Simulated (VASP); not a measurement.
Input of a VASP 6.6.1 run:

The input INCAR:

```
PREC     = Accurate       # precision mode
ENCUT    = 520            # plane-wave cutoff, eV
EDIFF    = 1E-7           # SCF threshold, eV
ISMEAR   = 0              # smearing method
SIGMA    = 0.1            # smearing width, eV
LREAL    = False          # projectors in reciprocal space
LASPH    = True           # aspherical terms in the spheres
NELM     = 60             # most SCF steps
ALGO     = Normal         # electronic algorithm
ISIF     = 2              # what is computed and relaxed
LWAVE    = False          # write WAVECAR
LCHARG   = False          # write CHGCAR
GGA      = PE             # functional
NBANDS   = 41             # bands
```

Contents of KPOINTS:

```
Automatic mesh
0
Gamma
  6 6 1
```

Contents of POSCAR:

```
Al5GaP6
1.0
    3.7111267600      0.0000000000      0.0000000000
    0.0000000000      3.7111267600      0.0000000000
    0.0000000000      0.0000000000     15.7449773800
Al Ga P
5 1 6
Direct
    0.5000000000      0.5000000000      0.8333333300
    0.0000000000      0.0000000000      0.6666666700
    0.5000000000      0.5000000000      0.5000000000
    0.0000000000      0.0000000000      0.3333333300
    0.5000000000      0.5000000000      0.1666666700
    0.0000000000      0.0000000000      0.0000000000
    0.5000000000      0.0000000000      0.7500000000
    0.0000000000      0.5000000000      0.5833333300
    0.5000000000      0.0000000000      0.4166666700
    0.0000000000      0.5000000000      0.2500000000
    0.5000000000      0.0000000000      0.0833333300
    0.0000000000      0.5000000000      0.9166666700
```

Potentials or basis: VASP PAW PBE potentials, release 64 (Al, Ga_d, P).

The run is started by

```bash
$ cat potpaw_PBE.64/Al/POTCAR potpaw_PBE.64/Ga_d/POTCAR potpaw_PBE.64/P/POTCAR > POTCAR
$ mpirun -np 1 vasp_std > vasp.out
```

(1) Estimate the largest force.

(2) Predict the pressure.

(3) Estimate the band gap on the k mesh.

Results:

(1) 0.041 eV/Å.

(2) 15.9 GPa.

(3) 1.29 eV (least direct gap 1.30 eV).

Caveat: the cell stands under pressure; an odd mesh through Γ misses points on the zone boundary, where band edges can lie.
